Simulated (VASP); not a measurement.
A run of VASP 6.6.1 is set up as follows.

File INCAR:

```
SYSTEM = Si62C
PREC = Accurate
ENCUT = 520
EDIFF = 1E-7
ISMEAR = -1
SIGMA = 0.05
LREAL = Auto
LASPH = .TRUE.
NELM = 150
ALGO = Normal
ISIF = 2
LWAVE = .FALSE.
LCHARG = .FALSE.
ISPIN = 2
MAGMOM = 0 0 0 0 0 0 0 0 0 0 0 0 0 0 0 0 0 0 0 0 0 0 0 0 0 0 0 0 0 0 0 0 0 0 0 0 0 0 0 0 0 0 0 0 0 0 0.13 0 0 0 0 0 0 0 0 0 0 0 0 0 0 0 0
LORBIT = 11
GGA = PE
IVDW = 12
NELECT = 253.0
NBANDS = 167
```

The input KPOINTS:

```
Automatic mesh
0
G
  1 1 1
  0 0 0
```

File POSCAR:

```
Si62C
1.0
   10.8600000000      0.0000000000      0.0000000000
    0.0000000000     10.8600000000      0.0000000000
    0.0000000000      0.0000000000     10.8600000000
Si C
62 1
Direct
    0.4996080110     -0.0029174954     -0.0024709945
    0.6241049724      0.1288210866      0.1211188766
    0.7481872928      0.2553853591     -0.0054406077
    0.8743222836      0.3754237569      0.1274906998
    0.7488666667      0.0022174954      0.2475605893
    0.8739741252      0.1235046961      0.3766696133
   -0.0003773481     -0.0011405157      0.0004802026
    0.1243804788      0.1246800184      0.1254302947
    0.2495829650      0.2495477901      0.0003220074
    0.3768906998      0.3759300184      0.1231827808
    0.5014129834      0.5005066298     -0.0043693370
    0.6247981584      0.6249237569      0.1253465930
    0.7496319521      0.7496732965     -0.0003733886
    0.8743545120      0.8739255985      0.1257673112
    0.2487506446     -0.0007624309      0.2510429098
    0.3752292818      0.1241232044      0.3747379374
    0.5002465009      0.2530880295      0.2527946593
    0.6245223757      0.3817050645      0.3824567219
    0.7493148250      0.5046655617      0.2562546041
    0.8637908840      0.6379474217      0.3897416206
    0.5032860037     -0.0037711786      0.4984714549
    0.6251439227      0.1241860958      0.6249872928
    0.7495558932      0.2504470534      0.5005168508
    0.8706855433      0.3800116022      0.6247568140
    0.7497711786     -0.0058201657      0.7463409761
    0.8752187845      0.1237523020      0.8743084715
   -0.0018918969      0.4989412523     -0.0002117864
    0.1239452118      0.6252742173      0.1270995396
    0.2506350829      0.7490671271     -0.0015395948
    0.3747460405      0.8747732044      0.1262693370
   -0.0007560773      0.2490430018      0.2517004604
    0.1252756906      0.3765757827      0.3730955801
    0.2550192449      0.5016471455      0.2522992634
    0.3829838858      0.6258942910      0.3831294659
    0.5029830571      0.7509371087      0.2536081952
    0.6348985267      0.8733415285      0.3758315838
   -0.0081124309     -0.0083355433      0.5029782689
    0.1222360958      0.1212244936      0.6243132597
    0.2487596685      0.2497866483      0.5003601289
    0.3794888582      0.3792134438      0.6213590239
    0.5209802947      0.5198571823      0.5221436464
    0.8625782689      0.8576313076      0.6142685083
    0.2553257827     -0.0022947514      0.7478753223
    0.3770379374      0.1267729282      0.8739771639
    0.5017563536      0.2539077348      0.7494030387
    0.6313171271      0.3861313076      0.8639581952
    0.7361762431      0.5238454880      0.7276290976
    0.8716085635      0.6251185083      0.8714130755
   -0.0059342541      0.7475262431      0.2557557090
    0.1226553407      0.8741511050      0.3759599448
   -0.0033943831      0.5021703499      0.4995627993
    0.1244857274      0.6245116022      0.6255525783
    0.2496324125      0.7496953959      0.5001986188
    0.3835732965      0.8667394107      0.6236840700
   -0.0017514733      0.2512634438      0.7500398711
    0.1262100368      0.3759005525      0.8742989871
    0.2530607735      0.5004895948      0.7496213628
    0.3817809392      0.6292658379      0.8684138122
    0.5234414365      0.7289568140      0.7289554328
    0.6245863720      0.8683228361      0.8688981584
   -0.0023478821      0.7501036832      0.7493263352
    0.1263461326      0.8772476980      0.8737720994
    0.6223776243      0.6175774401      0.6348346225
```

Potentials or basis: VASP PAW PBE potentials, release 64 (Si, C).

Command:

```sh
$ cat potpaw_PBE.64/Si/POTCAR potpaw_PBE.64/C/POTCAR > POTCAR
$ mpirun -np 1 vasp_gam > vasp.out
```

**Question.** What does it give for the dispersion energy per atom?

**Answer.** -0.310 eV.

**Question.** Estimate the net moment.

**Answer.** 0.00 μB per cell.

Forces in eV/Å, atoms in the order of the input:
```
Si   0.040 -0.017 -0.059
Si  -0.023 -0.032  0.030
Si  -0.022 -0.055  0.059
Si  -0.001  0.060 -0.012
Si   0.093 -0.009  0.007
Si   0.027  0.061 -0.022
Si   0.002  0.012 -0.048
Si   0.025  0.033 -0.026
Si   0.018  0.002 -0.007
Si  -0.008  0.009 -0.014
Si  -0.013 -0.015  0.056
Si  -0.006 -0.015  0.002
Si   0.025  0.023  0.055
Si   0.022  0.019 -0.058
Si   0.030 -0.004 -0.007
Si   0.034  0.025 -0.003
Si   0.032  0.058  0.015
Si   0.027  0.064  0.049
Si   0.007  0.034  0.002
Si   0.176  0.132 -0.151
Si   0.013  0.012  0.012
Si  -0.009 -0.005  0.018
Si   0.027 -0.045 -0.017
Si  -0.062  0.078 -0.042
Si   0.006 -0.013 -0.052
Si  -0.015 -0.002 -0.066
Si  -0.025  0.047 -0.065
Si   0.040  0.001 -0.045
Si   0.024 -0.043 -0.015
Si   0.037  0.010 -0.032
Si  -0.003  0.044 -0.013
Si   0.007  0.045  0.025
Si   0.047  0.027  0.030
Si   0.065  0.009  0.048
Si   0.004 -0.015 -0.015
Si   0.041  0.039 -0.035
Si   0.147  0.140 -0.074
Si   0.067  0.067  0.001
Si   0.057  0.050  0.043
Si   0.076  0.072  0.036
Si   0.191  0.169  0.342
Si   0.207  0.206 -0.166
Si   0.045 -0.029 -0.032
Si  -0.014  0.001 -0.001
Si  -0.018 -0.059  0.022
Si  -0.058 -0.101  0.093
Si  -0.252 -0.189  0.146
Si  -0.084  0.048 -0.093
Si   0.112  0.082 -0.105
Si   0.074  0.012 -0.012
Si   0.016  0.056  0.000
Si   0.025 -0.018  0.021
Si  -0.007  0.015 -0.006
Si   0.043 -0.025 -0.014
Si  -0.026  0.057 -0.043
Si   0.009 -0.011  0.007
Si  -0.026 -0.030  0.033
Si   0.004 -0.034 -0.004
Si  -0.052 -0.191  0.033
Si   0.040 -0.043 -0.053
Si   0.006 -0.006 -0.071
Si   0.004 -0.031 -0.052
C   -1.271 -0.786  0.345
```

Caveat: the k points lie up to 0.58 Å⁻¹ apart; the cell carries a net charge on a neutralising background, which shifts energy and pressure.
